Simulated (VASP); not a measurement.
# Zn3F: single point with PBE

Zn3F:

```
Zn F
1.0
     2.77342    0.00000    0.00000
    -1.38671    2.40185    0.00000
     0.00000    0.00000    8.36893
Zn F
3 1
Cartesian
  0.0000 0.0000 0.0000
  1.3867 0.8006 5.9791
  1.3867 0.8006 2.3898
  0.0000 0.0000 4.1845
```

| Item | Value |
| --- | --- |
| Program | VASP 6.6.1 |
| Task | single point |
| Functional | PBE |
| Potentials or basis | VASP PAW PBE potentials, release 64 (Zn, F) |
| Cutoff | 520 eV |
| k mesh | 18 × 18 × 6 |
| Occupations | gaussian, width 0.1 eV |
| Spin | no spin polarisation |
| Dipole correction | no |
| k mesh for the DOS | 27 × 27 × 9 |
| Occupations for the DOS | tetrahedron |
| Further INCAR settings | ALGO = Normal; EDIFF = 1e-06 |

| Quantity | Value |
| --- | --- |
| Valence electrons inside the program's atomic spheres | Zn 10.71, 10.64 (each value once); F 6.05 |

Levels at points of the mesh, in eV from the Fermi level:
| k point | band 18 | band 19 | band 20 | band 21 | band 22 | band 23 | band 24 | band 25 |
| --- | --- | --- | --- | --- | --- | --- | --- | --- |
| (0.00, 0.00, 0.00) | -6.81 | -4.77 | -3.56 | -3.56 | -3.44 | 2.54 | 4.55 | 12.42 |

It took 4.9 min on 1 thread of AMD EPYC 9R45 (Zen 5) (shared host), peak memory 0.48 GiB.

Caveat: an odd number of electrons without spin polarisation forces a metal; a magnetic or distorted state may lie lower.
